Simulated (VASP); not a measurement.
# RbBr (CsCl type) (Pm-3m) in VASP: a series of runs, part 2 of 2

VASP 6.6.1. The steps go on from the part before.

### Step 4. Single point, LDA (volume scaled by 0.84)

Input file INCAR:

```
SYSTEM = RbBr
ALGO = Normal ; EDIFF = 1E-6
ENCUT = 520 ; ISIF = 2
ISMEAR = -1 ; LASPH = .TRUE.
LCHARG = .FALSE. ; LREAL = .FALSE.
LWAVE = .FALSE. ; NBANDS = 15
NELM = 60 ; PREC = Accurate
SIGMA = 0.1
```

Input file KPOINTS:

```
k-points
0
G
  12 12 12
  0 0 0
```

Input file POSCAR:

```
RbBr
1.0
    3.7410689278      0.0000000000      0.0000000000
    0.0000000000      3.7410689278      0.0000000000
    0.0000000000      0.0000000000      3.7410689278
Rb Br
1 1
Direct
    0.0000000000      0.0000000000      0.0000000000
    0.5000000000      0.5000000000      0.5000000000
```

Potentials or basis: VASP PAW LDA potentials, release 64 (Rb_sv, Br).

Launch:

```bash
> cat potpaw_LDA.64/Rb_sv/POTCAR potpaw_LDA.64/Br/POTCAR > POTCAR
> mpirun -np 1 vasp_std > vasp.out
```

OUTCAR:

```text
SYSTEM = RbBr
   EDIFF = 1E-6
   ENCUT = 520
   ISIF = 2
   ISMEAR = -1
   LASPH = .TRUE.
   LREAL = .FALSE.
   NELM = 60
   PREC = Accurate

 ion  position               nearest neighbor table
   1  0.000  0.000  0.000-   2 3.24   2 3.24   2 3.24   2 3.24   2 3.24   2 3.24   2 3.24   2 3.24

   2  0.500  0.500  0.500-   1 3.24   1 3.24   1 3.24   1 3.24   1 3.24   1 3.24   1 3.24   1 3.24

  LATTYP: Found a simple cubic cell.
 ALAT       =     3.7410689278

  Lattice vectors:

 A1 = (   3.7410689278,   0.0000000000,   0.0000000000)
 A2 = (   0.0000000000,   3.7410689278,   0.0000000000)
 A3 = (   0.0000000000,   0.0000000000,   3.7410689278)

Analysis of symmetry for initial positions (statically):
=====================================================================
 Subroutine PRICEL returns:
 Original cell was already a primitive cell.

 Routine SETGRP: Setting up the symmetry group for a
 simple cubic supercell.

 Subroutine GETGRP returns: Found 48 space group operations
 (whereof 48 operations were pure point group operations)
 out of a pool of 48 trial point group operations.

The static configuration has the point symmetry O_h .

[... 167 lines left out ...]
 k-point     1 :       0.0000    0.0000    0.0000
  band No.  band energies     occupation
      1     -23.8281      2.00000
      2     -12.3497      2.00000
      3      -7.7940      2.00000
      4      -7.7940      2.00000
      5      -7.7940      2.00000
      6       0.7993      2.00000
      7       0.7993      2.00000
      8       0.7993      2.00000
      9       5.6600      0.00000
     10       5.6600      0.00000
     11       5.9245      0.00000
     12      11.4627      0.00000
     13      11.4627      0.00000
     14      11.4627      0.00000
[... 401 lines left out ...]
      2     -12.1450      2.00000
      3      -8.4467      2.00000
      4      -8.2553      2.00000
      5      -7.5827      2.00000
      6      -0.7756      2.00000
      7      -0.2745      2.00000
      8       0.7761      2.00000
      9       6.5747      0.00000
     10       7.5606      0.00000
     11       9.1436      0.00000
     12       9.6743      0.00000
     13      11.0907      0.00000
     14      12.2298      0.00000
     15      13.4069      0.00000

 [... further k-points ...]
[... 5 lines left out ...]
  --------------------------------------------------------------------------------------
  -------------------------------------------------------------------------------------
  Total        2.0919094      2.0919094      2.0919094     -0.0000000     -0.0000000     -0.0000000
  in kB       64.0127255     64.0127255     64.0127255     -0.0000000     -0.0000000     -0.0000000
  external PRESSURE =      64.0127255 kB  Pullay stress =       0.0000000 kB

 VOLUME and BASIS-vectors are now :
 -----------------------------------------------------------------------------
  energy-cutoff  :      520.00
  volume of cell :       52.36
      direct lattice vectors                 reciprocal lattice vectors
     3.741068928  0.000000000  0.000000000     0.267303281  0.000000000  0.000000000
     0.000000000  3.741068928  0.000000000     0.000000000  0.267303281  0.000000000
     0.000000000  0.000000000  3.741068928     0.000000000  0.000000000  0.267303281

 POSITION                                       TOTAL-FORCE (eV/Angst)
 -----------------------------------------------------------------------------------
      0.00000      0.00000      0.00000         0.000000      0.000000      0.000000
      1.87053      1.87053      1.87053         0.000000      0.000000      0.000000
 -----------------------------------------------------------------------------------
    total drift:                               -0.000000      0.000000      0.000000

  FREE ENERGIE OF THE ION-ELECTRON SYSTEM (eV)
  ---------------------------------------------------
  free  energy   TOTEN  =        -6.5473519834 eV

  energy  without entropy=       -6.5473519832  energy(sigma->0) =       -6.54735198
```

stdout:

```text
POSCAR found type information on POSCAR RbBr
 POSCAR found :  2 types and       2 ions
 scaLAPACK will be used
 LDA part: xc-table for (Slater(with rela. corr.)+CA(PZ))
 , standard interpolation
 POSCAR, INCAR and KPOINTS ok, starting setup
 FFT: planning ... GRIDC
 FFT: planning ... GRID_SOFT
 FFT: planning ... GRID
 WAVECAR not read
 entering main loop
```

Run time: 16 s. Hardware: 1 thread of Intel Xeon 6975P-C (Granite Rapids), shared host; peak memory 0.18 GiB.

Results:

| Quantity | Value |
| --- | --- |
| Free energy | -6.5474 eV |
| Pressure | 6.4 GPa |
| Band gap on the k mesh | 4.74 eV, indirect (least direct gap 4.86 eV) |

Levels at points of the mesh, in eV from the valence-band top:
```tsv
k point	band 5	band 6	band 7	band 8	band 9	band 10	band 11	band 12
(0.00, 0.00, 0.00)	-8.71	-0.12	-0.12	-0.12	4.74	4.74	5.01	10.55
(0.50, 0.00, 0.00)	-8.56	-2.71	-0.45	-0.45	6.48	8.41	8.42	9.10
(0.50, 0.50, 0.00)	-8.47	-1.35	-1.35	0.00	5.00	6.18	7.86	7.86
(0.50, 0.50, 0.50)	-9.22	-2.31	-2.31	-2.31	9.15	9.15	9.15	10.81
```

 A k mesh can miss the band edges.

### Step 5. Single point, LDA (volume scaled by 0.92)

Input file INCAR:

```
SYSTEM = RbBr
PREC = Accurate
ENCUT = 520
EDIFF = 1E-6
ISMEAR = -1
SIGMA = 0.1
LREAL = .FALSE.
LASPH = .TRUE.
NELM = 60
ALGO = Normal
ISIF = 2
LWAVE = .FALSE.
LCHARG = .FALSE.
NBANDS = 15
```

Input file KPOINTS:

```
Automatic mesh
0
G
  12 12 12
  0 0 0
```

Input file POSCAR:

```
RbBr
1.0
    3.8562503762      0.0000000000      0.0000000000
    0.0000000000      3.8562503762      0.0000000000
    0.0000000000      0.0000000000      3.8562503762
Rb Br
1 1
Direct
    0.0000000000      0.0000000000      0.0000000000
    0.5000000000      0.5000000000      0.5000000000
```

Launch:

```bash
> cat potpaw_LDA.64/Rb_sv/POTCAR potpaw_LDA.64/Br/POTCAR > POTCAR
> mpirun -np 1 vasp_std > vasp.out
```

It took 22 s on 1 thread of Intel Xeon 6975P-C (Granite Rapids), shared host; peak memory 0.19 GiB.

It converged, with:

```yaml
Free_energy: -6.6816 eV
Pressure: 2.5 GPa
Band_gap_on_the_k_mesh: 4.52 eV, indirect (least direct gap 4.66 eV)
```

Levels at points of the mesh, in eV from the valence-band top:
| k point | band 4 | band 5 | band 6 | band 7 | band 8 | band 9 | band 10 | band 11 | band 12 | band 13 |
| --- | --- | --- | --- | --- | --- | --- | --- | --- | --- | --- |
| (0.00, 0.00, 0.00) | -8.76 | -8.76 | -0.14 | -0.14 | -0.14 | 4.52 | 4.97 | 4.97 | 10.33 | 10.33 |
| (0.50, 0.00, 0.00) | -8.65 | -8.65 | -2.40 | -0.37 | -0.37 | 6.56 | 7.86 | 8.46 | 8.53 | 10.47 |
| (0.50, 0.50, 0.00) | -9.37 | -8.58 | -1.29 | -1.29 | 0.00 | 5.02 | 6.12 | 7.87 | 7.87 | 12.14 |
| (0.50, 0.50, 0.50) | -9.17 | -9.17 | -1.98 | -1.98 | -1.98 | 8.74 | 8.74 | 8.74 | 10.26 | 10.26 |

### Step 6. Summary

```tsv
level	potentials or basis	cell	gap on the mesh (eV)	pressure (GPa)
r2SCAN	VASP PAW PBE potentials, release 64 (Rb_sv, Br)	a = 3.038 Å, 2 atoms	1.53	147.8
LDA	VASP PAW LDA potentials, release 64 (Rb_sv, Br)	a = 3.618 Å, 2 atoms	4.45	12.8
LDA	VASP PAW LDA potentials, release 64 (Rb_sv, Br)	a = 3.741 Å, 2 atoms	4.74	6.4
LDA	VASP PAW LDA potentials, release 64 (Rb_sv, Br)	a = 3.856 Å, 2 atoms	4.52	2.5
```

Alike in all rows: task single point; no spin polarisation; k mesh 12 × 12 × 12; cutoff (eV) 520; smearing fermi-dirac 0.1 eV.

Caveats: the PAW data sets were made with another functional, which shifts forces and pressure a little (some runs).

Absolute energies hang on the potentials; compare differences alone.
